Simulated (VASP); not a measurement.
Here is a VASP 6.6.1 calculation.

The input INCAR:

```
PREC = Accurate ; ENCUT = 500
EDIFF = 1E-6 ; ISMEAR = 0
SIGMA = 0.1 ; LREAL = F
LASPH = T ; NELM = 120
ALGO = Normal ; ISIF = 2
LWAVE = F ; LCHARG = F
GGA = PS ; NBANDS = 42
GGA_COMPAT = F
```

Contents of KPOINTS:

```
Automatic mesh
0
Gamma
  8 8 8
```

POSCAR

```
Hf2Ga
1.0
   -3.1967555098      3.1967555098      2.5526498851
    3.1967555098     -3.1967555098      2.5526498851
    3.1967555098      3.1967555098     -2.5526498851
Hf Ga
4 2
Direct
    0.1532260171      0.6532260171      0.8064520341
    0.6532260171      0.8467739829      0.5000000000
    0.8467739829      0.3467739829      0.1935479659
    0.3467739829      0.1532260171      0.5000000000
    0.7500000000      0.7500000000      0.0000000000
    0.2500000000      0.2500000000      0.0000000000
```

Potentials or basis: VASP PAW PBE potentials, release 64 (Hf_pv, Ga_d).

Command:

```sh
$ cat potpaw_PBE.64/Hf_pv/POTCAR potpaw_PBE.64/Ga_d/POTCAR > POTCAR
$ mpirun -np 1 vasp_std > vasp.out
```

Predict the largest force.

0.009 eV/Å.

Estimate the pressure.

14.0 GPa.

Stress tensor (GPa, compression positive):
```
13.94  0.00  0.00
 0.00 13.94  0.00
 0.00  0.00 14.03
```

Caveat: the cell stands under pressure; the PAW data sets were made with another functional, which shifts forces and pressure a little.
